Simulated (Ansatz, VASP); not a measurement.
## BaTiO3: VASP beside Ansatz

```
Ba Ti O
1.0
    -3.95499   -3.95499    0.00000
    -3.95499    3.95499    0.00000
     0.00000    0.00000   -3.97298
Ba Ti O
2 2 6
Direct
  0.00000 0.00000 0.00000
  0.50000 0.50000 0.00000
  0.00000 0.50000 0.51800
  0.50000 0.00000 0.51800
  0.00000 0.50000 0.98400
  0.50000 0.00000 0.98400
  0.75000 0.75000 0.48500
  0.25000 0.25000 0.48500
  0.75000 0.25000 0.48500
  0.25000 0.75000 0.48500
```

Alike in both runs: task single point; functional r2SCAN; k mesh 4 × 4 × 6; collinear spin.

```csv
,VASP,Ansatz
version,VASP 6.6.1,Ansatz 0.2.0
potentials or method,"VASP PAW PBE potentials, release 64 (Ba_sv, Ti_sv, O), cutoff 520 eV",PAW plane waves
occupations,"fermi-dirac, width 0.1 eV",fermi-dirac
valence electrons in the cell,80,80
```

VASP gave:

* pressure (GPa): 8.1
* rms of the force components (eV/Å): 0.113
* net moment per atom (μB): 0.00

**Question.** What did Ansatz give for the same quantities?

**Answer.** Pressure (GPa): 5.9; rms of the force components (eV/Å): 0.100; net moment per atom (μB): 0.00.

VASP's potentials were made for PBE, not for r2SCAN. Ansatz's warnings: no starting moments.

Spin-orbit coupling is off throughout.
